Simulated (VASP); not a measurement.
Sb, 1 atom in the cell. It takes space group Pm-3m (No. 221, cubic). The conventional cell has a = 3.088 Å, b = 3.088 Å, c = 3.088 Å, α = 90.00°, β = 90.00°, γ = 90.00°. Sb (site symmetry m-3m) has 6 Sb at 3.09 Å within 4.1 Å. 

* Program: VASP 6.6.1
* Task: single point
* Functional: r2SCAN
* Potentials or basis: VASP PAW PBE potentials, release 64 (Sb)
* Cutoff: 520 eV
* k mesh: 14 × 14 × 14
* Occupations: gaussian, width 0.1 eV
* Spin: no spin polarisation
* Dipole correction: no
* Further INCAR settings: ALGO = Normal; EDIFF = 1e-06; NBANDS = 8

Potentials or basis: VASP PAW PBE potentials, release 64 (Sb).

Run with:

```bash
$ cat potpaw_PBE.64/Sb/POTCAR > POTCAR
$ cp INCAR.step1 INCAR
$ mpirun -np 1 vasp_std > vasp.out
$ cp INCAR.step2 INCAR
$ mpirun -np 1 vasp_std > vasp.out
```

Hardware: 1 thread of Intel(R) Xeon(R) 6975P-C (Granite Rapids), on a shared host.

Task: Estimate the wall time of this run.

Result: It took 19 s on 1 thread of Intel(R) Xeon(R) 6975P-C (Granite Rapids), on a shared host, peak memory 0.16 GiB. Counts: k points 120.
